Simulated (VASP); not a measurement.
Here is a VASP 6.6.1 calculation.

Contents of INCAR:

```
PREC = Accurate
ENCUT = 600
EDIFF = 1E-6
ISMEAR = -5
SIGMA = 0.1
LREAL = False
LASPH = True
NELM = 120
ALGO = Normal
ISIF = 2
LWAVE = False
LCHARG = False
GGA = PE
NBANDS = 16
GGA_COMPAT = False
```

File KPOINTS:

```
regular mesh
0
Gamma
  6 6 6
```

POSCAR

```
Si2Ni
1.0
    0.0000000000      2.6931550407      2.6931550407
    2.6931550407      0.0000000000      2.6931550407
    2.6931550407      2.6931550407      0.0000000000
Si Ni
2 1
Direct
    0.2500000000      0.2500000000      0.2500000000
    0.7500000000      0.7500000000      0.7500000000
    0.0000000000      0.0000000000      0.0000000000
```

Potentials or basis: VASP PAW PBE potentials, release 64 (Si, Ni).

The run is started by

```bash
$ cat potpaw_PBE.64/Si/POTCAR potpaw_PBE.64/Ni/POTCAR > POTCAR
$ mpirun -np 1 vasp_std > vasp.out
```

Problem. Predict the band gap on the k mesh.

Solution. Zero (bands 9 and 10 overlap by 2.13 eV).

Problem. Estimate the pressure.

Solution. 4.2 GPa.

Caveat: the cell stands under pressure; tetrahedron occupations give inexact forces and stress in metals. Spin polarisation is off, so any magnetic state and its effect on volume and gap are missing.
